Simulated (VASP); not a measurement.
PbS, 2 atoms in the cell. Symmetry: Fm-3m, No. 225, cubic system. The conventional cell has a = 5.930 Å, b = 5.930 Å, c = 5.930 Å, α = 90.00°, β = 90.00°, γ = 90.00°. Pb (site symmetry m-3m) has 6 S at 2.96 Å within 3.9 Å. Within 3.9 Å of S (site symmetry m-3m) lie 6 Pb at 2.96 Å. 

| Item | Value |
| --- | --- |
| Program | VASP 6.6.1 |
| Task | single point |
| Functional | PBE |
| Potentials or basis | VASP PAW PBE potentials, release 64 (Pb_d, S) |
| Cutoff | 500 eV |
| k mesh | 7 × 7 × 7 |
| Occupations | tetrahedron |
| Spin | no spin polarisation |
| Dipole correction | no |
| Further INCAR settings | ALGO = Normal; EDIFF = 1e-06; NBANDS = 17 |

Potentials or basis: VASP PAW PBE potentials, release 64 (Pb_d, S).

Run with:

```bash
$ cat potpaw_PBE.64/Pb_d/POTCAR potpaw_PBE.64/S/POTCAR > POTCAR
$ mpirun -np 1 vasp_std > vasp.out
```

Hardware: 1 thread of Intel(R) Xeon(R) 6975P-C (Granite Rapids), with other jobs on the host.

Question: How long does it take, and how much memory?

Answer: Wall time 6.3 s on 1 thread of Intel(R) Xeon(R) 6975P-C (Granite Rapids) (shared host), peak memory 0.18 GiB. Counts: scf iterations 12, k points 20.
